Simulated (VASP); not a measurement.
# Ag (Fm-3m) in VASP: further runs

Aim: see how the results for Ag move with the level of theory and the settings. Levels: r2SCAN+rVV10, r2SCAN, LDA, PBE+D3(BJ). Tasks: single point, relaxation of cell and atoms.

Everything below comes from runs of VASP 6.6.1. Logs are shortened: lines on timing, memory, paths and dates and some standing lists are left out, and cuts for length are marked.

### Step 1. The cell of the first run

The structure is cubic, space group Fm-3m (No. 225). Conventional cell: a = 4.073 Å, b = 4.073 Å, c = 4.073 Å, α = 90.00°, β = 90.00°, γ = 90.00°. Ag (site symmetry m-3m) has 12 Ag at 2.88 Å within 3.8 Å.

### Step 2. Single point, r2SCAN+rVV10

POSCAR

```
Ag
1.0
    2.8803535270      0.0000000000      0.0000000000
    1.4401767635      2.4944593262      0.0000000000
    1.4401767635      0.8314864421      2.3517988066
Ag
1
Direct
    0.0000000000      0.0000000000      0.0000000000
```

INCAR.step1

```
SYSTEM = Ag
  ALGO = Normal
  EDIFF = 1E-4
  ENCUT = 520
  GGA = PE
  ISMEAR = 1
  LASPH = .True.
  LCHARG = .False.
  LREAL = .False.
  LWAVE = .True.
  NBANDS = 12
  NELM = 100
  PREC = Accurate
  SIGMA = 0.05
```

INCAR.step2

```
SYSTEM = Ag
  ALGO = Normal
  BPARAM = 11.95
  CPARAM = 0.0093
  EDIFF = 1E-7
  ENCUT = 520
  ISIF = 2
  ISMEAR = 1
  ISTART = 1
  IVDW_NL = 2
  LASPH = .True.
  LCHARG = .False.
  LMIXTAU = .True.
  LREAL = .False.
  LUSE_VDW = .True.
  LWAVE = .False.
  METAGGA = R2SCAN
  NBANDS = 12
  NELM = 100
  PREC = Accurate
  SIGMA = 0.05
```

KPOINTS

```
k-points
0
Gamma
  13 13 13
  0 0 0
```

Potentials or basis: VASP PAW PBE potentials, release 64 (Ag).

Started as:

```console
$ cat potpaw_PBE.64/Ag/POTCAR > POTCAR
$ cp INCAR.step1 INCAR
$ mpirun -np 1 vasp_std > vasp.out
$ cp INCAR.step2 INCAR
$ mpirun -np 1 vasp_std > vasp.out
```

OUTCAR:

```text
SYSTEM = Ag
   BPARAM = 11.95
   EDIFF = 1E-7
   ENCUT = 520
   ISIF = 2
   ISMEAR = 1
   ISTART = 1
   IVDW_NL = 2
   LASPH = .True.
   LREAL = .False.
   METAGGA = R2SCAN
   NELM = 100
   PREC = Accurate

 ion  position               nearest neighbor table
   1  0.000  0.000  0.000-

  LATTYP: Found a face centered cubic cell.
 ALAT       =     4.0734350222

  Lattice vectors:

 A1 = (   2.8803535270,   0.0000000000,   0.0000000000)
 A2 = (   1.4401767635,   2.4944593262,   0.0000000000)
 A3 = (   1.4401767635,   0.8314864421,   2.3517988066)

Analysis of symmetry for initial positions (statically):
=====================================================================
 Subroutine PRICEL returns:
 Original cell was already a primitive cell.

 Routine SETGRP: Setting up the symmetry group for a
 face centered cubic supercell.

 Subroutine GETGRP returns: Found 48 space group operations
 (whereof 48 operations were pure point group operations)
 out of a pool of 48 trial point group operations.

The static configuration has the point symmetry O_h .

Analysis of symmetry for dynamics (positions and initial velocities):
=====================================================================
 Subroutine PRICEL returns:
 Original cell was already a primitive cell.

 Routine SETGRP: Setting up the symmetry group for a
 face centered cubic supercell.

 Subroutine GETGRP returns: Found 48 space group operations
 (whereof 48 operations were pure point group operations)
 out of a pool of 48 trial point group operations.

The dynamic configuration has the point symmetry O_h .

 Subroutine INISYM returns: Found 48 space group operations
 (whereof 48 operations are pure point group operations),
 and found     1 'primitive' translations

----------------------------------------------------------------------------------------

                                     Primitive cell

  volume of cell :      16.8975

  direct lattice vectors                    reciprocal lattice vectors
     2.880353527  0.000000000  0.000000000     0.347179605 -0.200444238 -0.141735480
     1.440176764  2.494459326  0.000000000     0.000000000  0.400888477 -0.141735480
     1.440176764  0.831486442  2.351798807     0.000000000  0.000000000  0.425206441

  length of vectors
     2.880353527  2.880353527  2.880353527     0.425206441  0.425206441  0.425206441

  position of ions in fractional coordinates (direct lattice)
     0.000000000  0.000000000  0.000000000

  ion indices of the primitive-cell ions
   primitive index   ion index
                 1           1

[... 78 lines left out ...]
   ISYM   =      2    0-nonsym 1-usesym 2-fastsym
   POTIM  = 0.5000    time-step for ionic-motion
   TEBEG  =    0.0;   TEEND  =   0.0 temperature during run
   PSTRESS=    0.0 pullay stress
   NELECT =      11.0000    total number of electrons
   NUPDOWN=      -1.0000    fix difference up-down
   EMIN   =  10.00;   EMAX   =-10.00  energy-range for DOS
   EFERMI =   0.00;   METHOD = LEGACY
   ISMEAR =     1;   SIGMA  =   0.05  broadening in eV -4-tet -1-fermi 0-gaus
   EFERMI_NEDOS =   21; number of points for ismear=-14 and -15
   IALGO  =     38    algorithm
   IMIX   =      4    mixing-type and parameters
     AMIX     =   0.40;   BMIX     =  1.00
     AMIX_MAG =   1.60;   BMIX_MAG =  1.00
  volume/ion in A,a.u.               =      16.90       114.03
  Fermi-wavevector in a.u.,A,eV,Ry     =   1.418834  2.681208 27.389752  2.013090
  Thomas-Fermi vector in A             =   2.539918
   LORBIT       =      0    0 simple, 1 ext, 2 COOP (PROOUT), +10 PAW based schemes
   METAGGA = R2SCAN    functional components
   LHFCALC =     F    Hartree Fock is set to
   AEXX    =    0.0000 exact exchange contribution
   IVDW_NL    =     2    kernel type
   BPARAM     =11.9500
   IVDW    =     0    specifies the selected vdW correction
   LEPSILON=     F    determine dielectric tensor
   LRPA    =     F    only Hartree local field effects (RPA)
 non-spin polarized calculation
 Methfessel and Paxton  Order N= 1 SIGMA  =   0.05
  energy-cutoff  :      520.00
  volume of cell :       16.90
 maximum number of plane-waves:       471
 NGX is ok and might be reduce to    24
   NGX = 11   NGY = 11   NGZ = 11

 number of electron      10.9999999 magnetization

 Free energy of the ion-electron system (eV)
  ---------------------------------------------------
  ext. energy  EPLUGINS =         0.00000000
  ---------------------------------------------------
  free energy    TOTEN  =       -21.03282838 eV

  energy without entropy =      -21.03265706  energy(sigma->0) =      -21.03277128

 E-fermi :   8.7520     XC(G=0): -13.0744

 val. band max:        8.7448633880   @ k =  -0.3077   0.2308  -0.0000
 cond. band min:       8.7567087743   @ k =   0.4615   0.3077   0.0000
 fundamental gap:      0.0118453863
 Fermi energy:         8.7520058850

 k-point     1 :       0.0000    0.0000    0.0000
  band No.  band energies     occupation
      1       0.4796      2.00000
      2       3.3646      2.00000
      3       3.3646      2.00000
      4       3.3646      2.00000
      5       4.4285      2.00000
      6       4.4285      2.00000
      7      25.1859      0.00000
      8      28.9791      0.00000
      9      28.9791      0.00000
     10      28.9791      0.00000
     11      33.9538      0.00000
     12      35.0692      0.00000
[... 331 lines left out ...]
 k-point    24 :       0.4615    0.1538    0.0000
  band No.  band energies     occupation
      1       2.1261      2.00000
      2       3.1591      2.00000
      3       3.7431      2.00000
      4       4.0201      2.00000
      5       5.2830      2.00000
      6       8.1436      2.00000
      7      14.4691      0.00000
      8      23.4117      0.00000
      9      24.6844      0.00000
     10      25.8232      0.00000
     11      34.4517      0.00000
     12      34.4583      0.00000

 [... further k-points ...]
[... 5 lines left out ...]
  --------------------------------------------------------------------------------------
  -------------------------------------------------------------------------------------
  Total        0.0530759      0.0530759      0.0530759     -0.0000000      0.0000000     -0.0000000
  in kB        5.0325216      5.0325216      5.0325216     -0.0000000      0.0000000     -0.0000000
  external PRESSURE =       5.0325216 kB  Pullay stress =       0.0000000 kB

 VOLUME and BASIS-vectors are now :
 -----------------------------------------------------------------------------
  energy-cutoff  :      520.00
  volume of cell :       16.90
      direct lattice vectors                 reciprocal lattice vectors
     2.880353527  0.000000000  0.000000000     0.347179605 -0.200444238 -0.141735480
     1.440176764  2.494459326  0.000000000     0.000000000  0.400888477 -0.141735480
     1.440176764  0.831486442  2.351798807     0.000000000  0.000000000  0.425206441

 POSITION                                       TOTAL-FORCE (eV/Angst)
 -----------------------------------------------------------------------------------
      0.00000      0.00000      0.00000        -0.000000      0.000000      0.000000
 -----------------------------------------------------------------------------------
    total drift:                                0.000000     -0.000000     -0.000000

  FREE ENERGIE OF THE ION-ELECTRON SYSTEM (eV)
  ---------------------------------------------------
  free  energy   TOTEN  =       -21.0328283846 eV

  energy  without entropy=      -21.0326570616  energy(sigma->0) =      -21.03277128
```

OSZICAR.step1:

```text
N       E                     dE             d eps       ncg     rms          rms(c)
DAV:   1     0.514037801831E+02    0.51404E+02   -0.55299E+03  2056   0.828E+02
DAV:   2    -0.214480284723E+01   -0.53549E+02   -0.50370E+02  2368   0.194E+02
DAV:   3    -0.296024167269E+01   -0.81544E+00   -0.81512E+00  2352   0.250E+01
DAV:   4    -0.296268770236E+01   -0.24460E-02   -0.24459E-02  2352   0.144E+00
DAV:   5    -0.296270605079E+01   -0.18348E-04   -0.18348E-04  2300   0.114E-01    0.535E+00
DAV:   6    -0.271248850917E+01    0.25022E+00   -0.96242E-01  2200   0.882E+00    0.343E+00
DAV:   7    -0.270357268215E+01    0.89158E-02   -0.11783E-02  2320   0.102E+00    0.192E+00
DAV:   8    -0.270052864603E+01    0.30440E-02   -0.70382E-04  2272   0.197E-01    0.103E-01
DAV:   9    -0.270053360504E+01   -0.49590E-05   -0.69328E-06  1304   0.206E-02
   1 F= -.27005336E+01 E0= -.27004709E+01  d E =-.188164E-03
```

Run time: 47 s. Hardware: 1 thread of Intel Xeon Platinum 8488C (Sapphire Rapids), shared host; peak memory 0.22 GiB.

Results:

- Free energy: -21.0328 eV
- Pressure: 0.5 GPa

Caveat: the PAW data sets were made with another functional, which shifts forces and pressure a little.

### Step 3. Single point, r2SCAN

This run uses another cell than the first one, of 17.24 Å³/atom, 1.020 times its volume.

POSCAR

```
Ag
1.0
    2.8997508869      0.0000000000      0.0000000000
    1.4498754434      2.5112579327      0.0000000000
    1.4498754434      0.8370859776      2.3676366847
Ag
1
Direct
    0.0000000000      0.0000000000      0.0000000000
```

INCAR.step1

```
SYSTEM = Ag
PREC = Accurate
ENCUT = 520
ISMEAR = 1
SIGMA = 0.05
LREAL = .FALSE.
LASPH = .TRUE.
NELM = 80
NBANDS = 12
GGA = PE
ALGO = Normal
EDIFF = 1E-4
LWAVE = .TRUE.
LCHARG = .FALSE.
```

INCAR.step2

```
SYSTEM = Ag
PREC = Accurate
ENCUT = 520
EDIFF = 1E-6
ISMEAR = 1
SIGMA = 0.05
LREAL = .FALSE.
LASPH = .TRUE.
NELM = 80
ALGO = Normal
ISIF = 2
LWAVE = .FALSE.
LCHARG = .FALSE.
METAGGA = R2SCAN
LMIXTAU = .TRUE.
NBANDS = 12
ISTART = 1
```

KPOINTS

```
Automatic mesh
0
G
  13 13 13
  0 0 0
```

Potentials or basis: VASP PAW PBE potentials, release 64 (Ag).

Started as:

```console
$ cat potpaw_PBE.64/Ag/POTCAR > POTCAR
$ cp INCAR.step1 INCAR
$ mpirun -np 1 vasp_std > vasp.out
$ cp INCAR.step2 INCAR
$ mpirun -np 1 vasp_std > vasp.out
```

OUTCAR:

```text
SYSTEM = Ag
   PREC = Accurate
   ENCUT = 520
   EDIFF = 1E-6
   ISMEAR = 1
   LREAL = .FALSE.
   LASPH = .TRUE.
   NELM = 80
   ISIF = 2
   METAGGA = R2SCAN
   ISTART = 1

 ion  position               nearest neighbor table
   1  0.000  0.000  0.000-

  LATTYP: Found a face centered cubic cell.
 ALAT       =     4.1008670317

  Lattice vectors:

 A1 = (   2.8997508869,   0.0000000000,   0.0000000000)
 A2 = (   1.4498754434,   2.5112579327,   0.0000000000)
 A3 = (   1.4498754434,   0.8370859776,   2.3676366847)

Analysis of symmetry for initial positions (statically):
=====================================================================
 Subroutine PRICEL returns:
 Original cell was already a primitive cell.

 Routine SETGRP: Setting up the symmetry group for a
 face centered cubic supercell.

 Subroutine GETGRP returns: Found 48 space group operations
 (whereof 48 operations were pure point group operations)
 out of a pool of 48 trial point group operations.

The static configuration has the point symmetry O_h .

Analysis of symmetry for dynamics (positions and initial velocities):
=====================================================================
[... 161 lines left out ...]
 fundamental gap:      0.0325057725
 Fermi energy:         8.4924133172

 k-point     1 :       0.0000    0.0000    0.0000
  band No.  band energies     occupation
      1       0.4000      2.00000
      2       3.1720      2.00000
      3       3.1720      2.00000
      4       3.1720      2.00000
      5       4.1955      2.00000
      6       4.1955      2.00000
      7      24.9004      0.00000
      8      28.5648      0.00000
      9      28.5648      0.00000
     10      28.5648      0.00000
     11      33.4969      0.00000
     12      34.4715      0.00000
[... 331 lines left out ...]
 k-point    24 :       0.4615    0.1538   -0.0000
  band No.  band energies     occupation
      1       1.9865      2.00000
      2       2.9791      2.00000
      3       3.5383      2.00000
      4       3.8196      2.00000
      5       5.0191      2.00000
      6       7.9035      2.00000
      7      14.1135      0.00000
      8      23.0272      0.00000
      9      24.2383      0.00000
     10      25.3959      0.00000
     11      33.9296      0.00000
     12      33.9584      0.00000

 [... further k-points ...]
[... 5 lines left out ...]
  --------------------------------------------------------------------------------------
  -------------------------------------------------------------------------------------
  Total        0.0143886      0.0143886      0.0143886     -0.0000000      0.0000000     -0.0000000
  in kB        1.3370986      1.3370986      1.3370986     -0.0000000      0.0000000     -0.0000000
  external PRESSURE =       1.3370986 kB  Pullay stress =       0.0000000 kB

 VOLUME and BASIS-vectors are now :
 -----------------------------------------------------------------------------
  energy-cutoff  :      520.00
  volume of cell :       17.24
      direct lattice vectors                 reciprocal lattice vectors
     2.899750887  0.000000000  0.000000000     0.344857210 -0.199103403 -0.140787366
     1.449875443  2.511257933  0.000000000     0.000000000  0.398206806 -0.140787366
     1.449875443  0.837085978  2.367636685     0.000000000  0.000000000  0.422362099

 POSITION                                       TOTAL-FORCE (eV/Angst)
 -----------------------------------------------------------------------------------
      0.00000      0.00000      0.00000         0.000000     -0.000000      0.000000
 -----------------------------------------------------------------------------------
    total drift:                                0.000000     -0.000000      0.000000

  FREE ENERGIE OF THE ION-ELECTRON SYSTEM (eV)
  ---------------------------------------------------
  free  energy   TOTEN  =       -21.3544194354 eV

  energy  without entropy=      -21.3543597500  energy(sigma->0) =      -21.35439954
```

OSZICAR.step1:

```text
N       E                     dE             d eps       ncg     rms          rms(c)
DAV:   1     0.510498456790E+02    0.51050E+02   -0.54574E+03  2040   0.825E+02
DAV:   2    -0.215581665646E+01   -0.53206E+02   -0.50226E+02  2360   0.192E+02
DAV:   3    -0.296331093910E+01   -0.80749E+00   -0.80706E+00  2360   0.247E+01
DAV:   4    -0.296584242854E+01   -0.25315E-02   -0.25314E-02  2380   0.146E+00
DAV:   5    -0.296586253622E+01   -0.20108E-04   -0.20106E-04  2280   0.117E-01    0.507E+00
DAV:   6    -0.272049682522E+01    0.24537E+00   -0.96397E-01  2220   0.878E+00    0.329E+00
DAV:   7    -0.271252924442E+01    0.79676E-02   -0.10101E-02  2352   0.947E-01    0.186E+00
DAV:   8    -0.270968165120E+01    0.28476E-02   -0.70658E-04  2296   0.200E-01    0.945E-02
DAV:   9    -0.270968764847E+01   -0.59973E-05   -0.73429E-06  1300   0.210E-02
   1 F= -.27096876E+01 E0= -.27096291E+01  d E =-.175562E-03
```

It took 28 s on 1 thread of Intel Xeon Platinum 8488C (Sapphire Rapids), shared host; peak memory 0.15 GiB.

Results:

```
Free energy : -21.3544 eV
Pressure    : 0.1 GPa
```

Caveat: the PAW data sets were made with another functional, which shifts forces and pressure a little.

(Continued in part 2 of 2.)
